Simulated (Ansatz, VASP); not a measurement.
**TaMo2C3 in VASP and in Ansatz**

```
Ta Mo C
1.0
     3.10554    0.00000    0.00000
    -1.55277    2.68948    0.00000
     0.00000    0.00000    7.67600
Ta Mo C
1 2 3
Direct
  0.00000 0.00000 0.00000
  0.33333 0.66667 0.67010
  0.66667 0.33333 0.32990
  0.00000 0.00000 0.50000
  0.33333 0.66667 0.16812
  0.66667 0.33333 0.83188
```

Alike in both runs: functional PBE; k mesh 12 × 12 × 6; occupations gaussian, width 0.1 eV; no spin polarisation.

Ansatz relaxed the structure, and its values are those at the end. VASP's run is a single point on that final structure, the one shown.

|  | VASP | Ansatz |
| --- | --- | --- |
| version | VASP 6.6.1 | Ansatz 0.2.0 |
| potentials or method | VASP PAW PBE potentials, release 64 (Ta_pv, Mo_sv, C), cutoff 520 eV | scalar-relativistic, plane waves, PAW |
| valence electrons in the cell | 51 | 53 |

```tsv
	VASP	Ansatz	Ansatz less VASP
gap on the k mesh at the Fermi level (eV)	none	none	-
pressure (GPa)	0.5	0.0	-0.57
rms of the force components (eV/Å)	0.009	0.002	-0.0070
```

A gap of «none» marks a metal or a gap that the smearing closes. VASP's potentials hold 51 valence electrons a cell and Ansatz's 53, so a difference there can come from the potentials and not from the codes.

Spin-orbit coupling is off throughout.
